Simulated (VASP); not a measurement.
Here is a VASP 6.6.1 calculation.

INCAR

```
SYSTEM = SnO2
PREC = Accurate
ENCUT = 520
EDIFF = 1E-6
ISMEAR = 0
SIGMA = 0.05
LREAL = .FALSE.
LASPH = .TRUE.
NELM = 100
ALGO = Normal
ISIF = 2
LWAVE = .FALSE.
LCHARG = .FALSE.
GGA = CA
NBANDS = 35
```

File KPOINTS:

```
Automatic mesh
0
G
  6 6 8
  0 0 0
```

POSCAR

```
SnO2
1.0
    4.7207174017      0.0000000000      0.0000000000
    0.0000000000      4.7207174017      0.0000000000
    0.0000000000      0.0000000000      3.1887553105
Sn O
2 4
Direct
    0.0000000000      0.0000000000     -0.0131712834
    0.5000000000      0.5000000000      0.5131712834
    0.3061065496      0.3061065496      0.0076632694
    0.1938934504      0.8061065496      0.4923367306
    0.6938934504      0.6938934504      0.0076632694
    0.8061065496      0.1938934504      0.4923367306
```

Potentials or basis: VASP PAW LDA potentials, release 64 (Sn_d, O).

The run is started by

```console
$ cat potpaw_LDA.64/Sn_d/POTCAR potpaw_LDA.64/O/POTCAR > POTCAR
$ mpirun -np 1 vasp_std > vasp.out
```

(1) Estimate the pressure.

(2) Estimate the band gap on the k mesh.

(3) What does it give for the largest force?

Results:

(1) 1.4 GPa.

(2) 1.20 eV, direct.

(3) 0.409 eV/Å.

Caveat: the cell differs from its parent crystal (mode 4 frozen in at +0.000 Å and mode 5 at -0.042 Å (largest displacements)); spin-orbit coupling is left out, which moves the levels of the heavy elements.
